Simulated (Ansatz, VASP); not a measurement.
Two plane-wave programs on Cs3C5

```xyz
8
Lattice="6.3472 0.0000 0.0000 0.0000 6.3472 0.0000 0.0000 0.0000 6.3472" Properties=species:S:1:pos:R:3 pbc="T T T"
Cs    3.1736    0.0000    0.0000
Cs    0.0000    3.1736    0.0000
Cs    0.0000    0.0000    3.1736
C     0.0000    0.0000    0.0000
C     0.0000    3.1736    3.1736
C     3.1736    0.0000    3.1736
C     3.1736    3.1736    0.0000
C     3.1736    3.1736    3.1736
```

Alike in both runs: functional PBE; k mesh 6 × 6 × 6; occupations gaussian, width 0.1 eV; collinear spin.

Ansatz relaxed the structure, and its values are those at the end. VASP's run is a single point on that final structure, the one shown.

|  | VASP | Ansatz |
| --- | --- | --- |
| version | VASP 6.6.1 | Ansatz 0.2.0 |
| potentials or method | VASP PAW PBE potentials, release 64 (Cs_sv, C), cutoff 520 eV | scalar-relativistic, plane waves, PAW |
| valence electrons in the cell | 47 | 47 |

|  | VASP | Ansatz | Ansatz less VASP |
| --- | --- | --- | --- |
| gap on the k mesh at the Fermi level (eV) | none | none | - |
| pressure (GPa) | 0.1 | 0.0 | -0.07 |
| net moment per atom (μB) | 1.04 | 1.05 | +0.004 |
| size of the moment on the site where the two differ most (μB) | 1.19 | 2.27 | +1.079 |

Site moments also hang on the region over which each program counts them. A gap of «none» marks a metal or a gap that the smearing closes.

Spin-orbit coupling is off throughout.
